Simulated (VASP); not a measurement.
Crystal: NaGa2.

```
Na Ga
1.0
     4.35831    0.00000    0.00000
    -2.17916    3.77441    0.00000
     0.00000    0.00000    4.17305
Na Ga
1 2
Cartesian
  0.0000 0.0000 0.0000
  0.0000 2.5163 2.0865
  2.1792 1.2581 2.0865
```

```yaml
Program: VASP 6.6.1
Task: relaxation of cell and atoms
Functional: PBE
Potentials_or_basis: VASP PAW PBE potentials, release 64 (Na_pv, Ga_d)
Cutoff: 600 eV
k_mesh: 12 × 12 × 12
Occupations: gaussian, width 0.1 eV
Spin: no spin polarisation
```

At the start: pressure 0.8 GPa; volume 22.88 Å³/atom.

Question: How do energy, volume and symmetry change on relaxing?

Answer: Over 10 steps the energy falls by 18.1 meV/atom and the volume is 21.22 Å³/atom (-7.3 %); space group P6/mmm (No. 191, to 0.1 Å) before and after.

The path:
| step | energy change (eV) | largest force (eV/Å) | pressure (GPa) | volume (Å³) |
| --- | --- | --- | --- | --- |
| 1 | 0.0000 | 0.0000 | 0.75 | 68.65 |
| 2 | -0.0098 | 0.0000 | -0.03 | 69.71 |
| 3 | -0.0123 | 0.0000 | -0.64 | 70.63 |
| 4 | -0.0186 | 0.0000 | -0.68 | 70.06 |
| 5 | -0.0345 | 0.0000 | -0.70 | 68.31 |
| 6 | -0.0528 | 0.0000 | -0.48 | 64.59 |
| 7 | -0.0524 | 0.0000 | -0.41 | 63.95 |
| 8 | -0.0529 | 0.0000 | -0.44 | 64.42 |
| 9 | -0.0516 | 0.0000 | 0.66 | 62.60 |
| 10 | -0.0542 | 0.0000 | 0.00 | 63.65 |

Final structure:
```xyz
3
Lattice="4.5275 0.0000 0.0000 -2.2637 3.9209 0.0000 0.0000 0.0000 3.5858" Properties=species:S:1:pos:R:3 pbc="T T T"
Na    0.0000    0.0000    0.0000
Ga    0.0000    2.6139    1.7929
Ga    2.2637    1.3070    1.7929
```
